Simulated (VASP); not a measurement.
# HfN (P-6m2) in VASP: notebook, part 2 of 3

VASP 6.6.1.

## (3) Relaxation of shape and atoms at fixed volume, PBE (11.45 Å³/atom)

This run uses another cell than the first one, of 11.45 Å³/atom.

The input, INCAR:

```
  PREC = Accurate
  ENCUT = 600
  EDIFF = 1E-7
  ISMEAR = 0
  SIGMA = 0.05
  LREAL = False
  LASPH = True
  NELM = 120
  ALGO = Normal
  ISIF = 4
  LWAVE = False
  LCHARG = False
  GGA = PE
  IBRION = 2
  NSW = 60
  EDIFFG = -0.01
  GGA_COMPAT = False
  NELMIN = 4
```

The input, KPOINTS:

```
regular mesh
0
Gamma
  14 14 12
```

The input, POSCAR:

```
HfN
1.0
    3.0378319645      0.0000000000      0.0000000000
   -1.5189159822      2.6308396537      0.0000000000
    0.0000000000      0.0000000000      2.8647874649
Hf N
1 1
Direct
    0.0000000000      0.0000000000      0.0000000000
    0.6666666667      0.3333333333      0.5000000000
```

Potentials or basis: VASP PAW PBE potentials, release 64 (Hf_pv, N).

The run is started by

```console
$ cat potpaw_PBE.64/Hf_pv/POTCAR potpaw_PBE.64/N/POTCAR > POTCAR
$ mpirun -np 1 vasp_std > vasp.out
```

It took 60 s on 1 thread of AMD EPYC 7R13, shared host; peak memory 0.16 GiB.

The run converged. Its results:

* Free energy: -20.9299 eV
* Pressure after relaxing: 12.7 GPa
* Band gap on the k mesh: zero (an odd number of electrons rules out a gap without spin polarisation)

Stress tensor (GPa, compression positive):
```
12.63  0.00  0.00
 0.00 12.63  0.00
 0.00  0.00 12.75
```

Final structure:
```
CELL_PARAMETERS angstrom
3.03783 0.00000 0.00000
-1.51892 2.63084 0.00000
0.00000 0.00000 2.86479
ATOMIC_POSITIONS crystal
Hf 0.00000 0.00000 0.00000
N 0.66667 0.33333 0.50000
```

Levels at points of the mesh, in eV from the Fermi level:
```csv
k point,band 5,band 6,band 7,band 8,band 9,band 10,band 11
"(0.00, 0.00, 0.00)",-3.57,-3.57,-2.42,-1.64,2.49,5.13,5.13
"(0.50, 0.00, 0.00)",-6.85,-3.51,-2.24,-1.87,5.20,5.30,6.88
"(0.00, 0.00, 0.50)",-7.96,-2.74,-2.74,1.58,1.58,4.01,4.62
"(0.50, 0.00, 0.50)",-5.96,-4.81,-4.49,0.89,5.41,7.08,8.52
```

Caveat: the relaxation stopped at its first step, so nothing moved; spin-orbit coupling is left out, which moves the levels of the heavy elements.

## (4) Relaxation of shape and atoms at fixed volume, PBE (11.63 Å³/atom)

This run uses another cell than the first one, of 11.63 Å³/atom.

The input, INCAR:

```
SYSTEM = HfN
ALGO     = Normal         ! electronic algorithm
EDIFF    = 1E-7           ! SCF threshold, eV
EDIFFG   = -0.01          ! ionic threshold
ENCUT    = 600            ! plane-wave cutoff, eV
GGA      = PE             ! functional
GGA_COMPAT= .False.      
IBRION   = 2              ! ionic algorithm
ISIF     = 4              ! what is computed and relaxed
ISMEAR   = 0              ! smearing method
LASPH    = .True.         ! aspherical terms in the spheres
LCHARG   = .False.        ! write CHGCAR
LREAL    = .False.        ! projectors in reciprocal space
LWAVE    = .False.        ! write WAVECAR
NELM     = 120            ! most SCF steps
NELMIN   = 4            
NSW      = 60             ! ionic steps
PREC     = Accurate       ! precision mode
SIGMA    = 0.05           ! smearing width, eV
```

The input, KPOINTS:

```
k-points
0
Gamma
  14 14 12
  0 0 0
```

The input, POSCAR:

```
HfN
1.0
    3.0555670069      0.0000000000      0.0000000000
   -1.5277835034      2.6461986509      0.0000000000
    0.0000000000      0.0000000000      2.8765750102
Hf N
1 1
Direct
    0.0000000000      0.0000000000      0.0000000000
    0.6666666667      0.3333333333      0.5000000000
```

Potentials or basis: VASP PAW PBE potentials, release 64 (Hf_pv, N).

The run is started by

```console
$ cat potpaw_PBE.64/Hf_pv/POTCAR potpaw_PBE.64/N/POTCAR > POTCAR
$ mpirun -np 1 vasp_std > vasp.out
```

OUTCAR:

```text
SYSTEM = HfN
   EDIFF = 1E-7
   EDIFFG = -0.01
   ENCUT = 600
   GGA = PE
   IBRION = 2
   ISIF = 4
   ISMEAR = 0
   LASPH = .True.
   LREAL = .False.
   NELM = 120
   NELMIN = 4
   NSW = 60
   PREC = Accurate

 ion  position               nearest neighbor table
   1  0.000  0.000  0.000-   2 2.28   2 2.28   2 2.28   2 2.28   2 2.28   2 2.28
   2  0.667  0.333  0.500-   1 2.28   1 2.28   1 2.28   1 2.28   1 2.28   1 2.28

  LATTYP: Found a hexagonal cell.
 ALAT       =     3.0555670069
 C/A-ratio  =     0.9414210206

  Lattice vectors:

 A1 = (   3.0555670069,   0.0000000000,   0.0000000000)
 A2 = (  -1.5277835034,   2.6461986509,   0.0000000000)
 A3 = (   0.0000000000,   0.0000000000,   2.8765750102)

Analysis of symmetry for initial positions (statically):
=====================================================================
 Subroutine PRICEL returns:
 Original cell was already a primitive cell.

 Routine SETGRP: Setting up the symmetry group for a
 hexagonal supercell.

 Subroutine GETGRP returns: Found 12 space group operations
 (whereof 12 operations were pure point group operations)
 out of a pool of 24 trial point group operations.

The static configuration has the point symmetry D_3h.

Analysis of symmetry for dynamics (positions and initial velocities):
=====================================================================
 Subroutine PRICEL returns:
 Original cell was already a primitive cell.

 Routine SETGRP: Setting up the symmetry group for a
 hexagonal supercell.

 Subroutine GETGRP returns: Found 12 space group operations
 (whereof 12 operations were pure point group operations)
 out of a pool of 24 trial point group operations.

The dynamic configuration has the point symmetry D_3h.

 Subroutine INISYM returns: Found 12 space group operations
 (whereof 12 operations are pure point group operations),
 and found     1 'primitive' translations

----------------------------------------------------------------------------------------

                                     Primitive cell

  volume of cell :      23.2589

  direct lattice vectors                    reciprocal lattice vectors
     3.055567007  0.000000000  0.000000000     0.327271501  0.188950289  0.000000000
    -1.527783503  2.646198651  0.000000000     0.000000000  0.377900578  0.000000000
     0.000000000  0.000000000  2.876575010     0.000000000  0.000000000  0.347635642

  length of vectors
     3.055567007  3.055567007  2.876575010     0.377900578  0.377900578  0.347635642

  position of ions in fractional coordinates (direct lattice)
     0.000000000  0.000000000  0.000000000
     0.666666667  0.333333333  0.500000000

  ion indices of the primitive-cell ions
   primitive index   ion index
                 1           1
                 2           2

----------------------------------------------------------------------------------------

 KPOINTS: k-points

Automatic generation of k-mesh.
 Grid dimensions read from file:
 generate k-points for:   14   14   12

 Generating k-lattice:

[... 50 lines left out ...]
   NGXF,Y,Z  is equivalent  to a cutoff of  26.12, 26.12, 27.74 a.u.
 SYSTEM =  HfN
   PREC   = accura    normal or accurate (medium, high low for compatibility)
   ISTART =      0    job   : 0-new  1-cont  2-samecut
   ICHARG =      2    charge: 1-file 2-atom 10-const
   ISPIN  =      1    spin polarized calculation?
   LNONCOLLINEAR =      F non collinear calculations
   LSORBIT =      F    spin-orbit coupling
   LASPH  =      T    aspherical Exc in radial PAW
   ENCUT  =  600.0 eV  44.10 Ry    6.64 a.u.   6.10  6.10  5.75*2*pi/ulx,y,z
   NELM   =    120;   NELMIN=  4; NELMDL= -5     # of ELM steps
   EDIFF  = 0.1E-06   stopping-criterion for ELM
   LREAL  =      F    real-space projection
   EDIFFG = -.1E-01   stopping-criterion for IOM
   NSW    =     60    number of steps for IOM
   IBRION =      2    ionic relax: 0-MD 1-quasi-New 2-CG
   NFREE  =      1    steps in history (QN), initial steepest desc. (CG)
   ISIF   =      4    stress and relaxation
   ISYM   =      2    0-nonsym 1-usesym 2-fastsym
   POTIM  = 0.5000    time-step for ionic-motion
   TEBEG  =    0.0;   TEEND  =   0.0 temperature during run
   PSTRESS=    0.0 pullay stress
   NELECT =      15.0000    total number of electrons
   NUPDOWN=      -1.0000    fix difference up-down
   EMIN   =  10.00;   EMAX   =-10.00  energy-range for DOS
   EFERMI =   0.00;   METHOD = LEGACY
   ISMEAR =     0;   SIGMA  =   0.05  broadening in eV -4-tet -1-fermi 0-gaus
   EFERMI_NEDOS =   21; number of points for ismear=-14 and -15
   IALGO  =     38    algorithm
   IMIX   =      4    mixing-type and parameters
     AMIX     =   0.40;   BMIX     =  1.00
     AMIX_MAG =   1.60;   BMIX_MAG =  1.00
  volume/ion in A,a.u.               =      11.63        78.48
  Fermi-wavevector in a.u.,A,eV,Ry     =   1.414410  2.672847 27.219205  2.000555
  Thomas-Fermi vector in A             =   2.535955
   LORBIT       =      0    0 simple, 1 ext, 2 COOP (PROOUT), +10 PAW based schemes
   GGA     = PE    functional components
   LHFCALC =     F    Hartree Fock is set to
   AEXX    =    0.0000 exact exchange contribution
   IVDW    =     0    specifies the selected vdW correction
   LEPSILON=     F    determine dielectric tensor
   LRPA    =     F    only Hartree local field effects (RPA)
 conjugate gradient relaxation of ions
 non-spin polarized calculation
 Gauss-broadening in eV      SIGMA  =   0.05
  energy-cutoff  :      600.00
  volume of cell :       23.26
 maximum number of plane-waves:       806
   NGX = 13   NGY = 13   NGZ = 11

--------------------------------------- Ionic step        1  -------------------------------------------

 number of electron      14.9999999 magnetization

 Free energy of the ion-electron system (eV)
  ---------------------------------------------------
  ext. energy  EPLUGINS =         0.00000000
  ---------------------------------------------------
  free energy    TOTEN  =       -20.95403516 eV

  energy without entropy =      -20.95147154  energy(sigma->0) =      -20.95275335

------------------------ aborting loop because EDIFF is reached ----------------------------------------

  FORCE on cell =-STRESS in cart. coord.  units (eV):
  Direction    XX          YY          ZZ          XY          YZ          ZX
  --------------------------------------------------------------------------------------
  -------------------------------------------------------------------------------------
  Total        1.1830632      1.1830632      1.2281251      0.0000000     -0.0000000     -0.0000000
  in kB       81.4945512     81.4945512     84.5986131      0.0000000     -0.0000000     -0.0000000
  external PRESSURE =      82.5292385 kB  Pullay stress =       0.0000000 kB
[... 59 lines left out ...]
--------------------------------------- Ionic step        3  -------------------------------------------

 number of electron      14.9999999 magnetization

 Free energy of the ion-electron system (eV)
  ---------------------------------------------------
  ext. energy  EPLUGINS =         0.00000000
  ---------------------------------------------------
  free energy    TOTEN  =       -20.95404457 eV

  energy without entropy =      -20.95149122  energy(sigma->0) =      -20.95276790

 E-fermi :   7.1938     XC(G=0): -12.6478

 val. band max:        7.1938189166   @ k =   0.2857   0.2143   0.0000
 cond. band min:       7.1944655019   @ k =   0.0714   0.0000   0.1667
 fundamental gap:      0.0006465852
 Fermi energy:         7.1938268551

 k-point     1 :       0.0000    0.0000    0.0000
  band No.  band energies     occupation
      1     -22.9249      2.00000
      2     -22.9249      2.00000
      3     -22.7285      2.00000
      4      -9.1335      2.00000
      5       3.6667      2.00000
      6       3.6667      2.00000
      7       4.8194      2.00000
      8       5.5589      2.00000
      9       9.5640      0.00000
     10      12.2377      0.00000
     11      12.2377      0.00000
[... 309 lines left out ...]
 k-point    24 :       0.3571    0.2857    0.0000
  band No.  band energies     occupation
      1     -23.7534      2.00000
      2     -23.5518      2.00000
      3     -22.5725      2.00000
      4      -6.7849      2.00000
      5       1.1387      2.00000
      6       2.7984      2.00000
      7       3.7420      2.00000
      8       8.2260      0.00000
      9       9.9855      0.00000
     10      10.5546      0.00000
     11      11.5444      0.00000

 [... further k-points ...]

------------------------ aborting loop because EDIFF is reached ----------------------------------------

  FORCE on cell =-STRESS in cart. coord.  units (eV):
  Direction    XX          YY          ZZ          XY          YZ          ZX
  --------------------------------------------------------------------------------------
  -------------------------------------------------------------------------------------
  Total        1.1953366      1.1953366      1.1944375      0.0000000      0.0000000     -0.0000000
  in kB       82.3399934     82.3399934     82.2780597      0.0000000      0.0000000     -0.0000000
  external PRESSURE =      82.3193488 kB  Pullay stress =       0.0000000 kB
[... 17 lines left out ...]
  FREE ENERGIE OF THE ION-ELECTRON SYSTEM (eV)
  ---------------------------------------------------
  free  energy   TOTEN  =       -20.9540445710 eV

  energy  without entropy=      -20.9514912236  energy(sigma->0) =      -20.95276790

 reached required accuracy - stopping structural energy minimisation
```

It took 2 min on 1 thread of AMD EPYC 7R13, shared host; peak memory 0.16 GiB.

What came out:

* Free energy: -20.9540 eV
* Energy gained by relaxing: 0.0 meV/atom
* Ionic steps: 3
* Pressure after relaxing: 8.2 GPa
* Band gap on the k mesh: zero (an odd number of electrons rules out a gap without spin polarisation)

Final structure:
```yaml
crystal:
  lattice:
    - [3.05492, 0.00000, 0.00000]
    - [-1.52746, 2.64564, 0.00000]
    - [0.00000, 0.00000, 2.87779]
  atoms:
    - { symbol: Hf, position: [0.00000, 0.00000, 0.00000] }
    - { symbol: N, position: [0.66667, 0.33333, 0.50000] }
```

Caveat: spin-orbit coupling is left out, which moves the levels of the heavy elements.

## (5) Relaxation of shape and atoms at fixed volume, PBE (11.87 Å³/atom)

This run uses another cell than the first one, of 11.87 Å³/atom.

The input, INCAR:

```
SYSTEM = HfN
ALGO = Normal ; EDIFF = 1E-7
EDIFFG = -0.01 ; ENCUT = 600
GGA = PE ; GGA_COMPAT = .FALSE.
IBRION = 2 ; ISIF = 4
ISMEAR = 0 ; LASPH = .TRUE.
LCHARG = .FALSE. ; LREAL = .FALSE.
LWAVE = .FALSE. ; NELM = 120
NELMIN = 4 ; NSW = 60
PREC = Accurate ; SIGMA = 0.05
```

The input, KPOINTS:

```
k-points
0
G
  14 14 12
  0 0 0
```

The input, POSCAR:

```
HfN
1.0
    3.0782156019      0.0000000000      0.0000000000
   -1.5391078009      2.6658129096      0.0000000000
    0.0000000000      0.0000000000      2.8934507849
Hf N
1 1
Direct
    0.0000000000      0.0000000000      0.0000000000
    0.6666666667      0.3333333333      0.5000000000
```

The run is started by

```console
$ cat potpaw_PBE.64/Hf_pv/POTCAR potpaw_PBE.64/N/POTCAR > POTCAR
$ mpirun -np 1 vasp_std > vasp.out
```

It took 2.2 min on 1 thread of AMD EPYC 7R13, shared host; peak memory 0.17 GiB.

The run converged. Its results:

* Free energy: -20.9713 eV
* Energy gained by relaxing: 0.0 meV/atom
* Ionic steps: 2
* Pressure after relaxing: 2.8 GPa
* Band gap on the k mesh: zero (an odd number of electrons rules out a gap without spin polarisation)

Stress tensor (GPa, compression positive):
```
2.88 0.00 0.00
0.00 2.88 0.00
0.00 0.00 2.72
```

Final structure:
```cif
data_structure
_symmetry_space_group_name_H-M 'P 1'
_symmetry_Int_Tables_number 1
_cell_length_a 3.0774
_cell_length_b 3.0774
_cell_length_c 2.8950
_cell_angle_alpha 90.000
_cell_angle_beta 90.000
_cell_angle_gamma 120.000
_cell_volume 23.74
loop_
_atom_site_label
_atom_site_type_symbol
_atom_site_fract_x
_atom_site_fract_y
_atom_site_fract_z
_atom_site_occupancy
Hf1 Hf 0.00000 0.00000 0.00000 1
N1 N 0.66667 0.33333 0.50000 1
```

Levels at points of the mesh, in eV from the Fermi level:
```
           k point  band 4  band 5  band 6  band 7  band 8  band 9  band 10  band 11
(0.00, 0.00, 0.00)  -16.21   -3.47   -3.47   -2.31   -1.63    2.21     4.94     4.94
(0.50, 0.00, 0.00)  -14.24   -6.72   -3.37   -2.23   -1.77    4.96     5.12     6.65
(0.00, 0.00, 0.50)  -13.71   -7.79   -2.67   -2.67    1.55    1.55     3.89     4.47
(0.50, 0.00, 0.50)  -14.44   -5.81   -4.72   -4.35    0.79    5.14     6.76     8.16
```

Caveat: spin-orbit coupling is left out, which moves the levels of the heavy elements.

(Part 2 of 3 ends here.)
